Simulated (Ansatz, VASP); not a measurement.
Si: VASP beside Ansatz

```
Si
1.0
     1.71267   -5.43294    0.00000
     1.71267    5.43294    0.00000
     0.00000    0.00000    4.53262
Si
4
Direct
  0.09800 0.90200 0.91000
  0.59800 0.40200 0.59000
  0.90200 0.09800 0.09000
  0.40200 0.59800 0.41000
```

Alike in both runs: task single point; functional r2SCAN; k mesh 6 × 6 × 4; occupations gaussian, width 0.1 eV; no spin polarisation.

|  | VASP | Ansatz |
| --- | --- | --- |
| version | VASP 6.6.1 | Ansatz 0.2.0 |
| potentials or method | VASP PAW PBE potentials, release 64 (Si), cutoff 520 eV | scalar-relativistic, plane waves, PAW |
| valence electrons in the cell | 16 | 16 |

|  | VASP | Ansatz | Ansatz less VASP |
| --- | --- | --- | --- |
| gap on the k mesh at the Fermi level (eV) | none | none | - |
| pressure (GPa) | 6.9 | 7.0 | +0.09 |
| traceless stress, the component that is largest in VASP (GPa) | 9.20 | 9.24 | +0.041 |
| rms of the force components (eV/Å) | 0.557 | 0.574 | +0.0161 |

VASP's potentials were made for PBE, not for r2SCAN. Atom by atom the forces differ by 0.016 eV/Å (rms over components). A gap of «none» marks a metal or a gap that the smearing closes.
